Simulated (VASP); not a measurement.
# SiC (R3m) in VASP: a series of runs

SiC is run at these levels: PBE; tasks: single point.

Program: VASP 6.6.1. These are calculated values, not measurements. Logs are shortened: lines on timing, memory, paths and dates and some standing lists are left out, and cuts for length are marked.

## (1) The cell of the first run

The structure is trigonal, space group R3m (No. 160). The conventional cell has a = 3.037 Å, b = 3.037 Å, c = 7.321 Å, α = 90.00°, β = 90.00°, γ = 120.00°. Within 2.4 Å of Si (site symmetry 3m) lie 4 C at 1.83 to 1.86 Å. Within 2.4 Å of C (site symmetry 3m) lie 4 Si at 1.83 to 1.86 Å.

## (2) Single point, PBE

The input, INCAR:

```
SYSTEM = SiC
PREC = Accurate
ENCUT = 520
EDIFF = 1E-6
ISMEAR = 0
SIGMA = 0.05
LREAL = .FALSE.
LASPH = .TRUE.
NELM = 80
ALGO = Normal
ISIF = 2
LWAVE = .FALSE.
LCHARG = .FALSE.
GGA = PE
NBANDS = 11
```

The input, KPOINTS:

```
regular mesh
0
G
  12 12 12
  0 0 0
```

The input, POSCAR:

```
SiC
1.0
    0.0000000000      2.1474062060      2.1474062060
    2.1474062060      0.0000000000      2.1474062060
    2.1246437002      2.1246437002      0.0227625058
Si C
1 1
Direct
    0.0000000000      0.0000000000      0.0000000000
    0.7500000000      0.7500000000      0.7500000000
```

Potentials or basis: VASP PAW PBE potentials, release 64 (Si, C).

Command:

```
$ cat potpaw_PBE.64/Si/POTCAR potpaw_PBE.64/C/POTCAR > POTCAR
$ mpirun -np 1 vasp_std > vasp.out
```

OUTCAR:

```text
SYSTEM = SiC
   PREC = Accurate
   ENCUT = 520
   EDIFF = 1E-6
   ISMEAR = 0
   LREAL = .FALSE.
   LASPH = .TRUE.
   NELM = 80
   ISIF = 2
   GGA = PE

 ion  position               nearest neighbor table
   1  0.000  0.000  0.000-   2 1.83   2 1.86   2 1.86   2 1.86
   2  0.750  0.750  0.750-   1 1.83   1 1.86   1 1.86   1 1.86

  LATTYP: Found a trigonal (rhomboedric) cell.
 ALAT       =     3.0047861550
 COS(alpha) =     0.4892583576

  Lattice vectors:

 A1 = (   2.1246437002,  -0.0227625058,  -2.1246437002)
 A2 = (  -0.0227625058,   2.1246437002,  -2.1246437002)
 A3 = (   2.1246437002,   2.1246437002,   0.0227625058)

Analysis of symmetry for initial positions (statically):
=====================================================================
 Subroutine PRICEL returns:
 Original cell was already a primitive cell.

 Routine SETGRP: Setting up the symmetry group for a
 trigonal (rhombohedral) supercell.

 Subroutine GETGRP returns: Found  6 space group operations
 (whereof  6 operations were pure point group operations)
 out of a pool of 12 trial point group operations.

The static configuration has the point symmetry C_3v.

Analysis of symmetry for dynamics (positions and initial velocities):
=====================================================================
 Subroutine PRICEL returns:
 Original cell was already a primitive cell.

 Routine SETGRP: Setting up the symmetry group for a
 trigonal (rhombohedral) supercell.

 Subroutine GETGRP returns: Found  6 space group operations
 (whereof  6 operations were pure point group operations)
 out of a pool of 12 trial point group operations.

The dynamic configuration has the point symmetry C_3v.

 Subroutine INISYM returns: Found  6 space group operations
 (whereof  6 operations are pure point group operations),
 and found     1 'primitive' translations

----------------------------------------------------------------------------------------

                                     Primitive cell

  volume of cell :      19.4900

  direct lattice vectors                    reciprocal lattice vectors
     0.000000000  2.147406206  2.147406206    -0.234093026  0.231585055  0.234093026
     2.147406206  0.000000000  2.147406206     0.231585055 -0.234093026  0.234093026
     2.124643700  2.124643700  0.022762506     0.236600996  0.236600996 -0.236600996

  length of vectors
     3.036890980  3.036890980  3.004786155     0.404018226  0.404018226  0.409804946

  position of ions in fractional coordinates (direct lattice)
     0.000000000  0.000000000  0.000000000
     0.750000000  0.750000000  0.750000000

  ion indices of the primitive-cell ions
   primitive index   ion index
                 1           1
                 2           2

----------------------------------------------------------------------------------------

 KPOINTS: regular mesh

Automatic generation of k-mesh.
 Grid dimensions read from file:
 generate k-points for:   12   12   12

 Generating k-lattice:

  Cartesian coordinates                     Fractional coordinates (reciprocal lattice)
    -0.019507752  0.019298755  0.019507752     0.083333333  0.000000000 -0.000000000
     0.019298755 -0.019507752  0.019507752     0.000000000  0.083333333 -0.000000000
     0.019716750  0.019716750 -0.019716750     0.000000000  0.000000000  0.083333333

  Length of vectors
     0.033668185  0.033668185  0.034150412

  Shift w.r.t. Gamma in fractional coordinates (k-lattice)
     0.000000000  0.000000000  0.000000000

 Subroutine IBZKPT returns following result:
 ===========================================

 Found    189 irreducible k-points:

 Following reciprocal coordinates:
            Coordinates               Weight
  0.000000  0.000000  0.000000      1.000000
  0.083333  0.000000 -0.000000      6.000000
  0.166667  0.000000  0.000000      6.000000
  0.250000  0.000000  0.000000      6.000000
  0.333333  0.000000 -0.000000      6.000000
  0.416667  0.000000 -0.000000      6.000000
[... 16 lines left out ...]
  0.500000  0.166667 -0.000000     12.000000
 -0.416667  0.166667  0.000000     12.000000
 [... further k-points ...]
   k-points           NKPTS =    189   k-points in BZ     NKDIM =    189   number of bands    NBANDS=     11
   number of dos      NEDOS =    301   number of ions     NIONS =      2
   total plane-waves  NPLWV =  13824
   dimension x,y,z NGX =    24 NGY =   24 NGZ =   24
   dimension x,y,z NGXF=    48 NGYF=   48 NGZF=   48
   ions per type =               1   1
   NGX,Y,Z   is equivalent  to a cutoff of  13.14, 13.14, 13.28 a.u.
   NGXF,Y,Z  is equivalent  to a cutoff of  26.28, 26.28, 26.56 a.u.
 SYSTEM =  SiC
   PREC   = accura    normal or accurate (medium, high low for compatibility)
   ISTART =      0    job   : 0-new  1-cont  2-samecut
   ICHARG =      2    charge: 1-file 2-atom 10-const
   ISPIN  =      1    spin polarized calculation?
   LNONCOLLINEAR =      F non collinear calculations
   LSORBIT =      F    spin-orbit coupling
   LASPH  =      T    aspherical Exc in radial PAW
   ENCUT  =  520.0 eV  38.22 Ry    6.18 a.u.   5.65  5.65  5.59*2*pi/ulx,y,z
   NELM   =     80;   NELMIN=  2; NELMDL= -5     # of ELM steps
   EDIFF  = 0.1E-05   stopping-criterion for ELM
   LREAL  =      F    real-space projection
   EDIFFG = 0.1E-04   stopping-criterion for IOM
   NSW    =      0    number of steps for IOM
   IBRION =     -1    ionic relax: 0-MD 1-quasi-New 2-CG
   NFREE  =      0    steps in history (QN), initial steepest desc. (CG)
   ISIF   =      2    stress and relaxation
   ISYM   =      2    0-nonsym 1-usesym 2-fastsym
   POTIM  = 0.5000    time-step for ionic-motion
   TEBEG  =    0.0;   TEEND  =   0.0 temperature during run
   PSTRESS=    0.0 pullay stress
   NELECT =       8.0000    total number of electrons
   NUPDOWN=      -1.0000    fix difference up-down
   EMIN   =  10.00;   EMAX   =-10.00  energy-range for DOS
   EFERMI =   0.00;   METHOD = LEGACY
   ISMEAR =     0;   SIGMA  =   0.05  broadening in eV -4-tet -1-fermi 0-gaus
   EFERMI_NEDOS =   21; number of points for ismear=-14 and -15
   IALGO  =     38    algorithm
   IMIX   =      4    mixing-type and parameters
     AMIX     =   0.40;   BMIX     =  1.00
     AMIX_MAG =   1.60;   BMIX_MAG =  1.00
  volume/ion in A,a.u.               =       9.75        65.76
  Fermi-wavevector in a.u.,A,eV,Ry     =   1.216655  2.299145 20.140025  1.480250
  Thomas-Fermi vector in A             =   2.352002
   LORBIT       =      0    0 simple, 1 ext, 2 COOP (PROOUT), +10 PAW based schemes
   GGA     = PE    functional components
   LHFCALC =     F    Hartree Fock is set to
   AEXX    =    0.0000 exact exchange contribution
   IVDW    =     0    specifies the selected vdW correction
   LEPSILON=     F    determine dielectric tensor
   LRPA    =     F    only Hartree local field effects (RPA)
 non-spin polarized calculation
 Gauss-broadening in eV      SIGMA  =   0.05
  energy-cutoff  :      520.00
  volume of cell :       19.49
 maximum number of plane-waves:       537
   NGX = 11   NGY = 11   NGZ = 11

 number of electron       7.9999999 magnetization

 Free energy of the ion-electron system (eV)
  ---------------------------------------------------
  ext. energy  EPLUGINS =         0.00000000
  ---------------------------------------------------
  free energy    TOTEN  =       -14.97270180 eV

  energy without entropy =      -14.97270180  energy(sigma->0) =      -14.97270180

 E-fermi :   9.1389     XC(G=0): -11.6196

 val. band max:        8.8590447893   @ k =   0.0000   0.0000   0.0000
 cond. band min:      10.0865555933   @ k =   0.5000   0.5000   0.0000
 fundamental gap:      1.2275108040
 Fermi energy:         9.1389395112

 k-point     1 :       0.0000    0.0000    0.0000
  band No.  band energies     occupation
      1      -7.0891      2.00000
      2       8.7581      2.00000
      3       8.7581      2.00000
      4       8.8590      2.00000
      5      15.6474      0.00000
      6      16.3996      0.00000
      7      16.3996      0.00000
      8      16.8799      0.00000
      9      23.6589      0.00000
     10      23.6589      0.00000
     11      26.2124      0.00000

 k-point     2 :       0.0833    0.0000   -0.0000
  band No.  band energies     occupation
      1      -6.9479      2.00000
      2       8.0272      2.00000
      3       8.6672      2.00000
      4       8.7534      2.00000
      5      15.8749      0.00000
      6      16.5801      0.00000
      7      16.6076      0.00000
      8      17.0314      0.00000
      9      22.8545      0.00000
     10      22.9294      0.00000
     11      25.7614      0.00000

 k-point     3 :       0.1667    0.0000    0.0000
  band No.  band energies     occupation
      1      -6.5282      2.00000
      2       6.3379      2.00000
      3       8.4421      2.00000
      4       8.5144      2.00000
      5      15.7137      0.00000
      6      16.9268      0.00000
      7      17.2072      0.00000
      8      17.7112      0.00000
      9      21.9988      0.00000
     10      22.1753      0.00000
     11      24.9663      0.00000

 k-point     4 :       0.2500    0.0000    0.0000
  band No.  band energies     occupation
      1      -5.8444      2.00000
      2       4.3507      2.00000
      3       8.1774      2.00000
      4       8.2323      2.00000
      5      15.3743      0.00000
      6      16.9809      0.00000
      7      17.2458      0.00000
      8      18.6612      0.00000
      9      22.1366      0.00000
     10      22.4236      0.00000
     11      24.5002      0.00000
[... 239 lines left out ...]
 k-point    22 :       0.4167    0.1667    0.0000
  band No.  band energies     occupation
      1      -4.1215      2.00000
      2       2.1101      2.00000
      3       6.4626      2.00000
      4       6.9706      2.00000
      5      13.8206      0.00000
      6      17.1327      0.00000
      7      18.5302      0.00000
      8      18.7047      0.00000
      9      22.8094      0.00000
     10      26.7281      0.00000
     11      27.4311      0.00000

 k-point    23 :       0.5000    0.1667   -0.0000
  band No.  band energies     occupation
      1      -3.1902      2.00000
      2       0.7214      2.00000
      3       5.9835      2.00000
      4       7.0534      2.00000
      5      13.8771      0.00000
      6      17.1203      0.00000
      7      18.0810      0.00000
      8      19.8608      0.00000
      9      23.2527      0.00000
     10      26.7757      0.00000
     11      27.7339      0.00000

 k-point    24 :      -0.4167    0.1667    0.0000
  band No.  band energies     occupation
      1      -3.0082      2.00000
      2       0.4831      2.00000
      3       5.6432      2.00000
      4       7.2979      2.00000
      5      14.2020      0.00000
      6      17.0462      0.00000
      7      17.7626      0.00000
      8      20.4960      0.00000
      9      23.9580      0.00000
     10      24.8287      0.00000
     11      27.6352      0.00000

 [... further k-points ...]
[... 5 lines left out ...]
  --------------------------------------------------------------------------------------
  -------------------------------------------------------------------------------------
  Total        2.2372805      2.2372805      2.2372805      0.4238411     -0.4238411     -0.4238411
  in kB      183.9158555    183.9158555    183.9158555     34.8418946    -34.8418946    -34.8418946
  external PRESSURE =     183.9158555 kB  Pullay stress =       0.0000000 kB

 VOLUME and BASIS-vectors are now :
 -----------------------------------------------------------------------------
  energy-cutoff  :      520.00
  volume of cell :       19.49
      direct lattice vectors                 reciprocal lattice vectors
     0.000000000  2.147406206  2.147406206    -0.234093026  0.231585055  0.234093026
     2.147406206  0.000000000  2.147406206     0.231585055 -0.234093026  0.234093026
     2.124643700  2.124643700  0.022762506     0.236600996  0.236600996 -0.236600996

 POSITION                                       TOTAL-FORCE (eV/Angst)
 -----------------------------------------------------------------------------------
      0.00000      0.00000      0.00000        -0.133988     -0.133988      0.133988
      3.20404      3.20404      3.23818         0.133988      0.133988     -0.133988
 -----------------------------------------------------------------------------------
    total drift:                                0.000112      0.000112     -0.000112

  FREE ENERGIE OF THE ION-ELECTRON SYSTEM (eV)
  ---------------------------------------------------
  free  energy   TOTEN  =       -14.9727018026 eV

  energy  without entropy=      -14.9727018026  energy(sigma->0) =      -14.97270180
```

Run time: 21 s. Hardware: 1 thread of Intel Xeon 6975P-C (Granite Rapids), shared host; peak memory 0.16 GiB.

What came out:

```yaml
Free_energy: -14.9727 eV
Pressure: 18.4 GPa
Largest_force: 0.232 eV/Å
Band_gap_on_the_k_mesh: 1.23 eV, indirect (least direct gap 4.50 eV)
```

Forces on the atoms (eV/Å):
```
Si  -0.134 -0.134  0.134
C    0.134  0.134 -0.134
```

A k mesh can miss the band edges. Expect the measured gap to be larger: semilocal functionals such as PBE lack the derivative discontinuity.

## (3) Single point, PBE

The input, INCAR:

```
SYSTEM = SiC
  PREC = Accurate
  ENCUT = 520
  EDIFF = 1E-7
  ISMEAR = 0
  SIGMA = 0.05
  LREAL = .FALSE.
  LASPH = .TRUE.
  NELM = 100
  ALGO = Normal
  ISIF = 2
  LWAVE = .FALSE.
  LCHARG = .FALSE.
  GGA = PE
  NBANDS = 11
```

KPOINTS is that of step 2.

The input, POSCAR:

```
SiC
1.0
    0.0000000000      2.1705159467      2.1705159467
    2.1705159467      0.0000000000      2.1705159467
    2.1025064471      2.1025064471      0.0680094997
Si C
1 1
Direct
    0.0000000000      0.0000000000      0.0000000000
    0.7500000000      0.7500000000      0.7500000000
```

Potentials or basis: VASP PAW PBE potentials, release 64 (Si, C).

Command:

```
$ cat potpaw_PBE.64/Si/POTCAR potpaw_PBE.64/C/POTCAR > POTCAR
$ mpirun -np 1 vasp_std > vasp.out
```

OUTCAR:

```text
SYSTEM = SiC
   PREC = Accurate
   ENCUT = 520
   EDIFF = 1E-7
   ISMEAR = 0
   LREAL = .FALSE.
   LASPH = .TRUE.
   NELM = 100
   ISIF = 2
   GGA = PE

 ion  position               nearest neighbor table
   1  0.000  0.000  0.000-   2 1.79   2 1.87   2 1.87   2 1.87
   2  0.750  0.750  0.750-   1 1.79   1 1.87   1 1.87   1 1.87

  LATTYP: Found a trigonal (rhomboedric) cell.
 ALAT       =     2.9741708108
 COS(alpha) =     0.4674086020

  Lattice vectors:

 A1 = (   2.1025064471,  -0.0680094996,  -2.1025064470)
 A2 = (  -0.0680094996,   2.1025064471,  -2.1025064470)
 A3 = (   2.1025064471,   2.1025064471,   0.0680094997)

Analysis of symmetry for initial positions (statically):
=====================================================================
 Subroutine PRICEL returns:
 Original cell was already a primitive cell.

 Routine SETGRP: Setting up the symmetry group for a
 trigonal (rhombohedral) supercell.

 Subroutine GETGRP returns: Found  6 space group operations
 (whereof  6 operations were pure point group operations)
 out of a pool of 12 trial point group operations.

The static configuration has the point symmetry C_3v.

Analysis of symmetry for dynamics (positions and initial velocities):
[... 165 lines left out ...]

 k-point     1 :       0.0000    0.0000    0.0000
  band No.  band energies     occupation
      1      -7.0944      2.00000
      2       8.6945      2.00000
      3       8.6945      2.00000
      4       8.9724      2.00000
      5      15.3088      0.00000
      6      16.1489      0.00000
      7      16.1489      0.00000
      8      17.7809      0.00000
      9      23.6824      0.00000
     10      23.6824      0.00000
     11      26.1893      0.00000
[... 309 lines left out ...]
 k-point    24 :      -0.4167    0.1667    0.0000
  band No.  band energies     occupation
      1      -3.1062      2.00000
      2       0.4684      2.00000
      3       5.6660      2.00000
      4       7.4101      2.00000
      5      14.3505      0.00000
      6      17.0286      0.00000
      7      18.0617      0.00000
      8      20.3629      0.00000
      9      23.6676      0.00000
     10      25.1262      0.00000
     11      27.6354      0.00000

 [... further k-points ...]
[... 5 lines left out ...]
  --------------------------------------------------------------------------------------
  -------------------------------------------------------------------------------------
  Total        2.3268204      2.3268204      2.3268204      1.3054865     -1.3054865     -1.3054865
  in kB      191.2764922    191.2764922    191.2764922    107.3176399   -107.3176398   -107.3176398
  external PRESSURE =     191.2764922 kB  Pullay stress =       0.0000000 kB

 VOLUME and BASIS-vectors are now :
 -----------------------------------------------------------------------------
  energy-cutoff  :      520.00
  volume of cell :       19.49
      direct lattice vectors                 reciprocal lattice vectors
     0.000000000  2.170515947  2.170515947    -0.234146935  0.226573015  0.234146935
     2.170515947  0.000000000  2.170515947     0.226573015 -0.234146935  0.234146935
     2.102506447  2.102506447  0.068009500     0.241720856  0.241720856 -0.241720856

 POSITION                                       TOTAL-FORCE (eV/Angst)
 -----------------------------------------------------------------------------------
      0.00000      0.00000      0.00000        -0.456438     -0.456438      0.456438
      3.20477      3.20477      3.30678         0.456438      0.456438     -0.456438
 -----------------------------------------------------------------------------------
    total drift:                               -0.000005     -0.000005      0.000004

  FREE ENERGIE OF THE ION-ELECTRON SYSTEM (eV)
  ---------------------------------------------------
  free  energy   TOTEN  =       -14.9174192999 eV

  energy  without entropy=      -14.9174192999  energy(sigma->0) =      -14.91741930
```

OSZICAR:

```text
N       E                     dE             d eps       ncg     rms          rms(c)
DAV:   1     0.404720957861E+01    0.40472E+01   -0.40551E+03  4382   0.617E+02
DAV:   2    -0.163752500852E+02   -0.20422E+02   -0.19463E+02  5366   0.113E+02
DAV:   3    -0.169670185259E+02   -0.59177E+00   -0.59057E+00  5078   0.156E+01
DAV:   4    -0.169691540552E+02   -0.21355E-02   -0.21354E-02  4770   0.120E+00
DAV:   5    -0.169691629770E+02   -0.89218E-05   -0.89217E-05  5110   0.714E-02    0.951E+00
DAV:   6    -0.149976403365E+02    0.19715E+01   -0.66529E+00  4674   0.118E+01    0.426E+00
DAV:   7    -0.149256477558E+02    0.71993E-01   -0.47261E-01  5040   0.390E+00    0.191E+00
DAV:   8    -0.149172101865E+02    0.84376E-02   -0.22515E-02  4704   0.100E+00    0.176E-01
DAV:   9    -0.149173212903E+02   -0.11110E-03   -0.16407E-03  5174   0.244E-01    0.115E-01
DAV:  10    -0.149174134221E+02   -0.92132E-04   -0.21187E-04  4631   0.929E-02    0.311E-02
DAV:  11    -0.149174191240E+02   -0.57018E-05   -0.28756E-05  4995   0.315E-02    0.946E-03
DAV:  12    -0.149174192262E+02   -0.10220E-06   -0.16808E-06  4842   0.837E-03    0.151E-03
DAV:  13    -0.149174192999E+02   -0.73701E-07   -0.20033E-07  4812   0.297E-03
   1 F= -.14917419E+02 E0= -.14917419E+02  d E =-.532522E-14
```

stdout:

```text
POSCAR found type information on POSCAR SiC
 POSCAR found :  2 types and       2 ions
 scaLAPACK will be used
 LDA part: xc-table for (Slater+PW92), standard interpolation
 POSCAR, INCAR and KPOINTS ok, starting setup
 FFT: planning ... GRIDC
 FFT: planning ... GRID_SOFT
 FFT: planning ... GRID
 WAVECAR not read
 entering main loop
```

It took 22 s on 1 thread of Intel Xeon 6975P-C (Granite Rapids), shared host; peak memory 0.16 GiB.

What came out:

```
Free energy            : -14.9174 eV
Pressure               : 19.1 GPa
Largest force          : 0.791 eV/Å
Band gap on the k mesh : 1.08 eV, indirect (least direct gap 4.27 eV)
```

Forces in eV/Å, atoms in the order of the input:
```
Si  -0.456 -0.456  0.456
C    0.456  0.456 -0.456
```

Stress tensor (GPa, compression positive):
```
 19.13  10.73 -10.73
 10.73  19.13 -10.73
-10.73 -10.73  19.13
```

A k mesh can miss the band edges. A hybrid or GW would open this gap; PBE tends to underestimate it.

(Part 1 of 2 ends here.)
